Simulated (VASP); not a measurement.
Here is a VASP 6.6.1 calculation.

Contents of INCAR:

```
SYSTEM = Nb
ALGO     = Normal         ! electronic algorithm
EDIFF    = 1E-6           ! SCF threshold, eV
EDIFFG   = -0.04          ! ionic threshold
ENCUT    = 600            ! plane-wave cutoff, eV
GGA      = PE             ! functional
IBRION   = 2              ! ionic algorithm
ISIF     = 3              ! what is computed and relaxed
ISMEAR   = 0              ! smearing method
LASPH    = .TRUE.         ! aspherical terms in the spheres
LCHARG   = .FALSE.        ! write CHGCAR
LREAL    = .FALSE.        ! projectors in reciprocal space
LWAVE    = .FALSE.        ! write WAVECAR
NELM     = 80             ! most SCF steps
NSW      = 90             ! ionic steps
PREC     = Accurate       ! precision mode
SIGMA    = 0.1            ! smearing width, eV
```

The input KPOINTS:

```
k-points
0
G
  6 6 6
  0 0 0
```

POSCAR

```
Nb
1.0
    4.9306821359      0.0000000000      0.0000000000
   -2.4653410680      4.2700959877      0.0000000000
    0.0000000000      0.0000000000      3.0227225268
Nb
3
Direct
    0.0000000000      0.0000000000      0.0000000000
    0.3333333333      0.6666666667      0.5000000000
    0.6666666667      0.3333333333      0.5000000000
```

Potentials or basis: VASP PAW PBE potentials, release 64 (Nb_sv).

Command:

```sh
$ cat potpaw_PBE.64/Nb_sv/POTCAR > POTCAR
$ mpirun -np 1 vasp_std > vasp.out
```

Q: Estimate the relaxed cell.

A: a = 4.880 Å, b = 4.880 Å, c = 2.692 Å, α = 90.00°, β = 90.00°, γ = 120.00°.

Q: Predict the relaxed volume.

A: 18.50 Å³/atom.

Final structure:
```yaml
crystal:
  lattice:
    - [4.87952, 0.00000, 0.00000]
    - [-2.43976, 4.22579, 0.00000]
    - [0.00000, 0.00000, 2.69192]
  atoms:
    - { symbol: Nb, position: [0.00000, 0.00000, 0.00000] }
    - { symbol: Nb, position: [0.33333, 0.66667, 0.50000] }
    - { symbol: Nb, position: [0.66667, 0.33333, 0.50000] }
```
